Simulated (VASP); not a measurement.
## Fe: single point with revPBE

Crystal: Fe.

```
Fe
1.0
     2.53816    0.00000    0.00000
    -1.26908    2.19811    0.00000
     0.00000    0.00000    4.00944
Fe
2
Direct
  0.33333 0.66667 0.25000
  0.66667 0.33333 0.75000
```

This cell differs from its parent crystal: volume scaled by 1.08.

```yaml
Program: VASP 6.6.1
Task: single point
Functional: revPBE
Potentials_or_basis: VASP PAW PBE potentials, release 64 (Fe)
Cutoff: 520 eV
k_mesh: 16 × 16 × 9
Occupations: fermi-dirac, width 0.05 eV
Spin: collinear spin, antiferromagnetic start
Starting_moments: "[2.5, -2.5] μB"
```

| Property | Result |
| --- | --- |
| Pressure | -6.8 GPa |
| Band gap on the k mesh | zero (filled and empty bands overlap) |
| Net moment | 0.00 μB per cell |
| Site moments | Fe +1.47, -1.47 μB |
| Valence electrons inside the program's atomic spheres | Fe 7.29 |

Stress tensor (GPa, compression positive):
```
-9.38  0.00  0.00
 0.00 -9.38  0.00
 0.00  0.00 -1.73
```

Levels at points of the mesh, in eV from the Fermi level:
Spin up:
```csv
k point,band 4,band 5,band 6,band 7,band 8,band 9,band 10,band 11,band 12,band 13
"(0.00, 0.00, 0.00)",-1.96,-1.38,-1.21,-1.21,-0.50,-0.50,0.36,0.96,0.96,7.83
"(0.50, 0.00, 0.00)",-2.03,-2.01,-1.27,-0.90,0.03,1.10,1.62,2.26,4.32,10.30
```
Spin down:
| k point | band 4 | band 5 | band 6 | band 7 | band 8 | band 9 | band 10 | band 11 | band 12 | band 13 |
| --- | --- | --- | --- | --- | --- | --- | --- | --- | --- | --- |
| (0.00, 0.00, 0.00) | -1.96 | -1.38 | -1.21 | -1.21 | -0.50 | -0.50 | 0.36 | 0.96 | 0.96 | 7.83 |
| (0.50, 0.00, 0.00) | -2.03 | -2.01 | -1.27 | -0.90 | 0.03 | 1.10 | 1.62 | 2.26 | 4.32 | 10.30 |

Wall time 61 s on 1 thread of Intel(R) Xeon(R) Platinum 8488C (Sapphire Rapids), on a shared host, peak memory 0.21 GiB.

Caveat: the PAW data sets were made with another functional, which shifts forces and pressure a little.
